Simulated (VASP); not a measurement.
Here is a VASP 6.6.1 calculation.

Contents of INCAR:

```
ALGO = Normal
EDIFF = 1E-6
ENCUT = 500
GGA = LIBXC
GGA_COMPAT = F
ISIF = 2
ISMEAR = -1
ISYM = -1
LASPH = T
LCHARG = F
LIBXC1 = GGA_X_PBE
LIBXC2 = LDA_C_PW
LNONCOLLINEAR = T
LORBIT = 11
LREAL = F
LWAVE = F
MAGMOM = 0.289 0.289 0.289
NBANDS = 21
NELM = 200
PREC = Accurate
SIGMA = 0.01
```

The input KPOINTS:

```
Automatic mesh
0
Gamma
  6 6 6
  0.5 0.5 0.5
```

Contents of POSCAR:

```
Ca
1.0
    0.0000000000      2.7942000000      2.7942000000
    2.7942000000      0.0000000000      2.7942000000
    2.7942000000      2.7942000000      0.0000000000
Ca
1
Direct
    0.0000000000      0.0000000000      0.0000000000
```

Potentials or basis: VASP PAW PBE potentials, release 64 (Ca_sv).

Launch:

```sh
$ cat potpaw_PBE.64/Ca_sv/POTCAR > POTCAR
$ mpirun -np 1 vasp_ncl > vasp.out
```

Problem. Estimate the net moment.

Solution. 0.17 μB per cell.

Problem. Predict the pressure.

Solution. 0.0 GPa.

Moments on the atoms (μB; x, y, z):
```
Ca  0.02 0.02 0.02
```

Caveat: the PAW data sets were made with another functional, which shifts forces and pressure a little.
